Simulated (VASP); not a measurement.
# InAs (F-43m) in VASP: a series of runs

InAs is run at these levels: PBE; tasks: single point.

Everything below comes from runs of VASP 6.6.1. Logs are shortened: lines on timing, memory, paths and dates and some standing lists are left out, and cuts for length are marked.

## (1) The cell of the first run

Symmetry: F-43m, No. 216, cubic system. Conventional cell: a = 6.308 Å, b = 6.308 Å, c = 6.308 Å, α = 90.00°, β = 90.00°, γ = 90.00°. Within 3.6 Å of In (site symmetry -43m) lie 4 As at 2.73 Å. As (site symmetry -43m) has 4 In at 2.73 Å within 3.6 Å.

## (2) Single point, PBE (volume scaled by 1.06)

INCAR reads:

```
PREC = Accurate ; ENCUT = 520
EDIFF = 1E-7 ; ISMEAR = 0
SIGMA = 0.1 ; LREAL = False
LASPH = True ; NELM = 60
ALGO = Normal ; ISIF = 2
LWAVE = False ; LCHARG = False
GGA = PE ; NBANDS = 16
```

KPOINTS reads:

```
regular mesh
0
Gamma
  12 12 12
```

POSCAR reads:

```
InAs
1.0
    0.0000000000      3.1538291375      3.1538291375
    3.1538291375      0.0000000000      3.1538291375
    3.1538291375      3.1538291375      0.0000000000
In As
1 1
Direct
    0.0000000000      0.0000000000      0.0000000000
    0.2500000000      0.2500000000      0.2500000000
```

Potentials or basis: VASP PAW PBE potentials, release 64 (In_d, As).

The run is started by

```bash
> cat potpaw_PBE.64/In_d/POTCAR potpaw_PBE.64/As/POTCAR > POTCAR
> mpirun -np 1 vasp_std > vasp.out
```

OUTCAR:

```text
PREC = Accurate
   ENCUT = 520
   EDIFF = 1E-7
   ISMEAR = 0
   LREAL = False
   LASPH = True
   NELM = 60
   ISIF = 2
   GGA = PE

 ion  position               nearest neighbor table
   1  0.000  0.000  0.000-   2 2.73   2 2.73   2 2.73   2 2.73
   2  0.250  0.250  0.250-   1 2.73   1 2.73   1 2.73   1 2.73

  LATTYP: Found a face centered cubic cell.
 ALAT       =     6.3076582750

  Lattice vectors:

 A1 = (   0.0000000000,   3.1538291375,   3.1538291375)
 A2 = (   3.1538291375,   0.0000000000,   3.1538291375)
 A3 = (   3.1538291375,   3.1538291375,   0.0000000000)

Analysis of symmetry for initial positions (statically):
=====================================================================
 Subroutine PRICEL returns:
 Original cell was already a primitive cell.

 Routine SETGRP: Setting up the symmetry group for a
 face centered cubic supercell.

 Subroutine GETGRP returns: Found 24 space group operations
 (whereof 24 operations were pure point group operations)
 out of a pool of 48 trial point group operations.

The static configuration has the point symmetry T_d .

Analysis of symmetry for dynamics (positions and initial velocities):
=====================================================================
 Subroutine PRICEL returns:
 Original cell was already a primitive cell.

 Routine SETGRP: Setting up the symmetry group for a
 face centered cubic supercell.

 Subroutine GETGRP returns: Found 24 space group operations
 (whereof 24 operations were pure point group operations)
 out of a pool of 48 trial point group operations.

The dynamic configuration has the point symmetry T_d .

 Subroutine INISYM returns: Found 24 space group operations
 (whereof 24 operations are pure point group operations),
 and found     1 'primitive' translations

----------------------------------------------------------------------------------------

                                     Primitive cell

  volume of cell :      62.7400

  direct lattice vectors                    reciprocal lattice vectors
     0.000000000  3.153829137  3.153829137    -0.158537441  0.158537441  0.158537441
     3.153829137  0.000000000  3.153829137     0.158537441 -0.158537441  0.158537441
     3.153829137  3.153829137  0.000000000     0.158537441  0.158537441 -0.158537441

  length of vectors
     4.460187940  4.460187940  4.460187940     0.274594902  0.274594902  0.274594902

  position of ions in fractional coordinates (direct lattice)
     0.000000000  0.000000000  0.000000000
     0.250000000  0.250000000  0.250000000

  ion indices of the primitive-cell ions
   primitive index   ion index
                 1           1
                 2           2

----------------------------------------------------------------------------------------

 KPOINTS: regular mesh

Automatic generation of k-mesh.
 Grid dimensions read from file:
 generate k-points for:   12   12   12

 Generating k-lattice:

  Cartesian coordinates                     Fractional coordinates (reciprocal lattice)
    -0.013211453  0.013211453  0.013211453     0.083333333  0.000000000  0.000000000
     0.013211453 -0.013211453  0.013211453     0.000000000  0.083333333  0.000000000
     0.013211453  0.013211453 -0.013211453     0.000000000  0.000000000  0.083333333

  Length of vectors
     0.022882909  0.022882909  0.022882909

  Shift w.r.t. Gamma in fractional coordinates (k-lattice)
     0.000000000  0.000000000  0.000000000

 Subroutine IBZKPT returns following result:
 ===========================================

 Found     72 irreducible k-points:

 Following reciprocal coordinates:
            Coordinates               Weight
  0.000000  0.000000  0.000000      1.000000
  0.083333  0.000000  0.000000      8.000000
  0.166667  0.000000  0.000000      8.000000
  0.250000  0.000000  0.000000      8.000000
  0.333333  0.000000  0.000000      8.000000
  0.416667  0.000000  0.000000      8.000000
[... 16 lines left out ...]
  0.500000  0.166667  0.000000     24.000000
 -0.416667  0.166667  0.000000     24.000000
 [... further k-points ...]
   k-points           NKPTS =     72   k-points in BZ     NKDIM =     72   number of bands    NBANDS=     16
   number of dos      NEDOS =    301   number of ions     NIONS =      2
   total plane-waves  NPLWV =  46656
   dimension x,y,z NGX =    36 NGY =   36 NGZ =   36
   dimension x,y,z NGXF=    72 NGYF=   72 NGZF=   72
   ions per type =               1   1
   NGX,Y,Z   is equivalent  to a cutoff of  13.42, 13.42, 13.42 a.u.
   NGXF,Y,Z  is equivalent  to a cutoff of  26.84, 26.84, 26.84 a.u.
 SYSTEM =  unknown system
   PREC   = accura    normal or accurate (medium, high low for compatibility)
   ISTART =      0    job   : 0-new  1-cont  2-samecut
   ICHARG =      2    charge: 1-file 2-atom 10-const
   ISPIN  =      1    spin polarized calculation?
   LNONCOLLINEAR =      F non collinear calculations
   LSORBIT =      F    spin-orbit coupling
   LASPH  =      T    aspherical Exc in radial PAW
   ENCUT  =  520.0 eV  38.22 Ry    6.18 a.u.   8.29  8.29  8.29*2*pi/ulx,y,z
   NELM   =     60;   NELMIN=  2; NELMDL= -5     # of ELM steps
   EDIFF  = 0.1E-06   stopping-criterion for ELM
   LREAL  =      F    real-space projection
   EDIFFG = 0.1E-05   stopping-criterion for IOM
   NSW    =      0    number of steps for IOM
   IBRION =     -1    ionic relax: 0-MD 1-quasi-New 2-CG
   NFREE  =      0    steps in history (QN), initial steepest desc. (CG)
   ISIF   =      2    stress and relaxation
   ISYM   =      2    0-nonsym 1-usesym 2-fastsym
   POTIM  = 0.5000    time-step for ionic-motion
   TEBEG  =    0.0;   TEEND  =   0.0 temperature during run
   PSTRESS=    0.0 pullay stress
   NELECT =      18.0000    total number of electrons
   NUPDOWN=      -1.0000    fix difference up-down
   EMIN   =  10.00;   EMAX   =-10.00  energy-range for DOS
   EFERMI =   0.00;   METHOD = LEGACY
   ISMEAR =     0;   SIGMA  =   0.10  broadening in eV -4-tet -1-fermi 0-gaus
   EFERMI_NEDOS =   21; number of points for ismear=-14 and -15
   IALGO  =     38    algorithm
   IMIX   =      4    mixing-type and parameters
     AMIX     =   0.40;   BMIX     =  1.00
     AMIX_MAG =   1.60;   BMIX_MAG =  1.00
  volume/ion in A,a.u.               =      31.37       211.70
  Fermi-wavevector in a.u.,A,eV,Ry     =   1.079736  2.040405 15.862072  1.165829
  Thomas-Fermi vector in A             =   2.215709
   LORBIT       =      0    0 simple, 1 ext, 2 COOP (PROOUT), +10 PAW based schemes
   GGA     = PE    functional components
   LHFCALC =     F    Hartree Fock is set to
   AEXX    =    0.0000 exact exchange contribution
   IVDW    =     0    specifies the selected vdW correction
   LEPSILON=     F    determine dielectric tensor
   LRPA    =     F    only Hartree local field effects (RPA)
 non-spin polarized calculation
 Gauss-broadening in eV      SIGMA  =   0.10
  energy-cutoff  :      520.00
  volume of cell :       62.74
 maximum number of plane-waves:      1713
 NGX is ok and might be reduce to    36
   NGX = 17   NGY = 17   NGZ = 17

 number of electron      18.0000002 magnetization

 Free energy of the ion-electron system (eV)
  ---------------------------------------------------
  ext. energy  EPLUGINS =         0.00000000
  ---------------------------------------------------
  free energy    TOTEN  =        -7.69244084 eV

  energy without entropy =       -7.69227752  energy(sigma->0) =       -7.69235918

 E-fermi :   3.3858     XC(G=0):  -8.5491

 val. band max:        3.3159190147   @ k =   0.0000   0.0000   0.0000
 cond. band min:       3.8032654547   @ k =   0.0833   0.0000   0.0000
 fundamental gap:      0.4873464400
 Fermi energy:         3.3858061015

 k-point     1 :       0.0000    0.0000    0.0000
  band No.  band energies     occupation
      1     -10.8705      2.00000
      2     -10.8705      2.00000
      3     -10.8705      2.00000
      4     -10.7892      2.00000
      5     -10.7892      2.00000
      6      -7.8046      2.00000
[... 8 lines left out ...]
     15      12.6718      0.00000
     16      12.6718      0.00000

 k-point     2 :       0.0833    0.0000    0.0000
  band No.  band energies     occupation
      1     -10.8757      2.00000
      2     -10.8688      2.00000
      3     -10.8688      2.00000
      4     -10.7892      2.00000
      5     -10.7892      2.00000
      6      -7.7475      2.00000
[... 8 lines left out ...]
     15      12.1947      0.00000
     16      12.1947      0.00000

 k-point     3 :       0.1667    0.0000    0.0000
  band No.  band energies     occupation
      1     -10.8894      2.00000
      2     -10.8644      2.00000
      3     -10.8644      2.00000
      4     -10.7891      2.00000
      5     -10.7891      2.00000
      6      -7.5827      2.00000
[... 8 lines left out ...]
     15      11.7427      0.00000
     16      11.7427      0.00000

 k-point     4 :       0.2500    0.0000    0.0000
  band No.  band energies     occupation
      1     -10.9077      2.00000
      2     -10.8589      2.00000
      3     -10.8589      2.00000
      4     -10.7882      2.00000
      5     -10.7882      2.00000
      6      -7.3328      2.00000
[... 8 lines left out ...]
     15      11.6915      0.00000
     16      11.6915      0.00000
[... 324 lines left out ...]
 k-point    22 :       0.4167    0.1667    0.0000
  band No.  band energies     occupation
      1     -10.9430      2.00000
      2     -10.8469      2.00000
      3     -10.8432      2.00000
      4     -10.7942      2.00000
      5     -10.7817      2.00000
      6      -6.7996      2.00000
[... 8 lines left out ...]
     15      12.9914      0.00000
     16      13.6522      0.00000

 k-point    23 :       0.5000    0.1667    0.0000
  band No.  band energies     occupation
      1     -10.9494      2.00000
      2     -10.8461      2.00000
      3     -10.8420      2.00000
      4     -10.7913      2.00000
      5     -10.7825      2.00000
      6      -6.6057      2.00000
[... 8 lines left out ...]
     15      13.2066      0.00000
     16      13.6952      0.00000

 k-point    24 :      -0.4167    0.1667    0.0000
  band No.  band energies     occupation
      1     -10.9491      2.00000
      2     -10.8464      2.00000
      3     -10.8429      2.00000
      4     -10.7883      2.00000
      5     -10.7850      2.00000
      6      -6.5766      2.00000
[... 8 lines left out ...]
     15      12.6449      0.00000
     16      13.0398      0.00000

 [... further k-points ...]

------------------------ aborting loop because EDIFF is reached ----------------------------------------

  FORCE on cell =-STRESS in cart. coord.  units (eV):
  Direction    XX          YY          ZZ          XY          YZ          ZX
  --------------------------------------------------------------------------------------
  -------------------------------------------------------------------------------------
  Total       -0.9482967     -0.9482967     -0.9482967      0.0000000      0.0000000      0.0000000
  in kB      -24.2164432    -24.2164432    -24.2164432      0.0000000      0.0000000      0.0000000
  external PRESSURE =     -24.2164432 kB  Pullay stress =       0.0000000 kB

 VOLUME and BASIS-vectors are now :
 -----------------------------------------------------------------------------
  energy-cutoff  :      520.00
  volume of cell :       62.74
      direct lattice vectors                 reciprocal lattice vectors
     0.000000000  3.153829137  3.153829137    -0.158537441  0.158537441  0.158537441
     3.153829137  0.000000000  3.153829137     0.158537441 -0.158537441  0.158537441
     3.153829137  3.153829137  0.000000000     0.158537441  0.158537441 -0.158537441

 POSITION                                       TOTAL-FORCE (eV/Angst)
 -----------------------------------------------------------------------------------
      0.00000      0.00000      0.00000        -0.000000      0.000000     -0.000000
      1.57691      1.57691      1.57691         0.000000     -0.000000      0.000000
 -----------------------------------------------------------------------------------
    total drift:                               -0.000000     -0.000000     -0.000000

  FREE ENERGIE OF THE ION-ELECTRON SYSTEM (eV)
  ---------------------------------------------------
  free  energy   TOTEN  =        -7.6924408404 eV

  energy  without entropy=       -7.6922775247  energy(sigma->0) =       -7.69235918
```

Wall time 1.7 min (1 thread of Intel Xeon Platinum 8488C (Sapphire Rapids), shared host); peak memory 0.24 GiB.

What came out:

```yaml
Free_energy: -7.6924 eV
Pressure: -2.4 GPa
Band_gap_on_the_k_mesh: zero (filled and empty bands touch)
```

Levels at points of the mesh, in eV from the Fermi level:
| k point | band 5 | band 6 | band 7 | band 8 | band 9 | band 10 | band 11 | band 12 | band 13 | band 14 |
| --- | --- | --- | --- | --- | --- | --- | --- | --- | --- | --- |
| (0.00, 0.00, 0.00) | -14.18 | -11.19 | -0.90 | -0.07 | -0.07 | -0.07 | 3.77 | 3.77 | 3.77 | 7.02 |
| (0.50, 0.00, 0.00) | -14.17 | -10.08 | -5.25 | -0.89 | -0.89 | 0.62 | 4.52 | 4.52 | 6.56 | 8.36 |
| (0.50, 0.50, 0.00) | -14.16 | -9.67 | -5.41 | -2.00 | -2.00 | 1.67 | 1.94 | 8.34 | 8.34 | 8.35 |

Caveat: spin-orbit coupling is left out, which moves the levels of the heavy elements.

## (3) Single point, PBE (volume scaled by 1.10)

INCAR reads:

```
PREC = Accurate
ENCUT = 520
EDIFF = 1E-6
ISMEAR = 0
SIGMA = 0.1
LREAL = False
LASPH = True
NELM = 60
ALGO = Normal
ISIF = 2
LWAVE = False
LCHARG = False
GGA = PE
NBANDS = 16
```

KPOINTS is that of step 2.

POSCAR reads:

```
InAs
1.0
    0.0000000000      3.1930111456      3.1930111456
    3.1930111456      0.0000000000      3.1930111456
    3.1930111456      3.1930111456      0.0000000000
In As
1 1
Direct
    0.0000000000      0.0000000000      0.0000000000
    0.2500000000      0.2500000000      0.2500000000
```

Potentials or basis: VASP PAW PBE potentials, release 64 (In_d, As).

The run is started by

```bash
> cat potpaw_PBE.64/In_d/POTCAR potpaw_PBE.64/As/POTCAR > POTCAR
> mpirun -np 1 vasp_std > vasp.out
```

Wall time 92 s (1 thread of Intel Xeon Platinum 8488C (Sapphire Rapids), shared host); peak memory 0.24 GiB.

Results (log left out):

```
Free energy            : -7.6477 eV
Pressure               : -3.7 GPa
Band gap on the k mesh : zero (filled and empty bands touch)
```

Levels at points of the mesh, in eV from the Fermi level:
```csv
k point,band 6,band 7,band 8,band 9,band 10,band 11,band 12,band 13
"(0.00, 0.00, 0.00)",-11.01,-1.08,-0.07,-0.07,-0.07,3.74,3.74,3.74
"(0.50, 0.00, 0.00)",-9.98,-5.11,-0.85,-0.85,0.55,4.48,4.48,6.45
"(0.50, 0.50, 0.00)",-9.61,-5.28,-1.90,-1.90,1.71,1.90,8.09,8.09
```

Caveat: spin-orbit coupling is left out, which moves the levels of the heavy elements.

## (4) Single point, PBE (volume scaled by 0.94)

INCAR reads:

```
PREC     = Accurate       # precision mode
ENCUT    = 520            # plane-wave cutoff, eV
EDIFF    = 1E-7           # SCF threshold, eV
ISMEAR   = 0              # smearing method
SIGMA    = 0.1            # smearing width, eV
LREAL    = False          # projectors in reciprocal space
LASPH    = True           # aspherical terms in the spheres
NELM     = 80             # most SCF steps
ALGO     = Normal         # electronic algorithm
ISIF     = 2              # what is computed and relaxed
LWAVE    = False          # write WAVECAR
LCHARG   = False          # write CHGCAR
GGA      = PE             # functional
NBANDS   = 16             # bands
```

KPOINTS reads:

```
Automatic mesh
0
Gamma
  12 12 12
```

POSCAR reads:

```
InAs
1.0
    0.0000000000      3.0300199665      3.0300199665
    3.0300199665      0.0000000000      3.0300199665
    3.0300199665      3.0300199665      0.0000000000
In As
1 1
Direct
    0.0000000000      0.0000000000      0.0000000000
    0.2500000000      0.2500000000      0.2500000000
```

The run is started by

```bash
> cat potpaw_PBE.64/In_d/POTCAR potpaw_PBE.64/As/POTCAR > POTCAR
> mpirun -np 1 vasp_std > vasp.out
```

It took 50 s on 1 thread of Intel Xeon Platinum 8259CL at 2.50GHz (Skylake/Cascade Lake), shared host; peak memory 0.21 GiB.

Results (log left out):

- Free energy: -7.6815 eV
- Pressure: 3.6 GPa
- Band gap on the k mesh: zero (filled and empty bands touch)

Levels at points of the mesh, in eV from the Fermi level:
```csv
k point,band 6,band 7,band 8,band 9,band 10,band 11,band 12,band 13
"(0.00, 0.00, 0.00)",-11.88,-0.29,-0.06,-0.06,-0.06,3.85,3.85,3.85
"(0.50, 0.00, 0.00)",-10.43,-5.79,-1.04,-1.04,0.88,4.61,4.61,6.79
"(0.50, 0.50, 0.00)",-9.89,-5.87,-2.36,-2.36,1.50,2.00,9.08,9.17
```

Caveat: spin-orbit coupling is left out, which moves the levels of the heavy elements.

## (5) Single point, PBE (volume scaled by 0.97)

INCAR reads:

```
SYSTEM = InAs
PREC = Accurate ; ENCUT = 520
EDIFF = 1E-7 ; ISMEAR = 0
SIGMA = 0.1 ; LREAL = .False.
LASPH = .True. ; NELM = 100
ALGO = Normal ; ISIF = 2
LWAVE = .False. ; LCHARG = .False.
GGA = PE ; NBANDS = 16
```

KPOINTS reads:

```
regular mesh
0
Gamma
  12 12 12
  0 0 0
```

POSCAR reads:

```
InAs
1.0
    0.0000000000      3.0619172576      3.0619172576
    3.0619172576      0.0000000000      3.0619172576
    3.0619172576      3.0619172576      0.0000000000
In As
1 1
Direct
    0.0000000000      0.0000000000      0.0000000000
    0.2500000000      0.2500000000      0.2500000000
```

The run is started by

```bash
> cat potpaw_PBE.64/In_d/POTCAR potpaw_PBE.64/As/POTCAR > POTCAR
> mpirun -np 1 vasp_std > vasp.out
```

Wall time 50 s (1 thread of Intel Xeon Platinum 8259CL at 2.50GHz (Skylake/Cascade Lake), shared host); peak memory 0.22 GiB.

The run converged. Its results:

```
Free energy            : -7.7103 eV
Pressure               : 1.7 GPa
Band gap on the k mesh : zero (filled and empty bands touch)
```

Levels at points of the mesh, in eV from the Fermi level:
| k point | band 5 | band 6 | band 7 | band 8 | band 9 | band 10 | band 11 | band 12 | band 13 | band 14 |
| --- | --- | --- | --- | --- | --- | --- | --- | --- | --- | --- |
| (0.00, 0.00, 0.00) | -14.27 | -11.69 | -0.45 | -0.06 | -0.06 | -0.06 | 3.83 | 3.83 | 3.83 | 7.32 |
| (0.50, 0.00, 0.00) | -14.26 | -10.33 | -5.64 | -1.00 | -1.00 | 0.81 | 4.59 | 4.59 | 6.74 | 8.78 |
| (0.50, 0.50, 0.00) | -14.25 | -9.83 | -5.74 | -2.26 | -2.26 | 1.55 | 1.99 | 8.88 | 8.95 | 8.95 |

Caveat: spin-orbit coupling is left out, which moves the levels of the heavy elements.

## (6) Summary

| cell | gap on the mesh (eV) | pressure (GPa) |
| --- | --- | --- |
| a = 4.460 Å, angles 60.0°, 2 atoms | none | -2.4 |
| a = 4.516 Å, angles 60.0°, 2 atoms | none | -3.7 |
| a = 4.285 Å, angles 60.0°, 2 atoms | none | 3.6 |
| a = 4.330 Å, angles 60.0°, 2 atoms | none | 1.7 |

Alike in all rows: task single point; level PBE; potentials or basis VASP PAW PBE potentials, release 64 (In_d, As); no spin polarisation; k mesh 12 × 12 × 12; cutoff (eV) 520; smearing gaussian 0.1 eV.

Caveats: spin-orbit coupling is left out, which moves the levels of the heavy elements.

Total energies depend on the potentials used, so only differences within one code and one set of settings carry meaning.
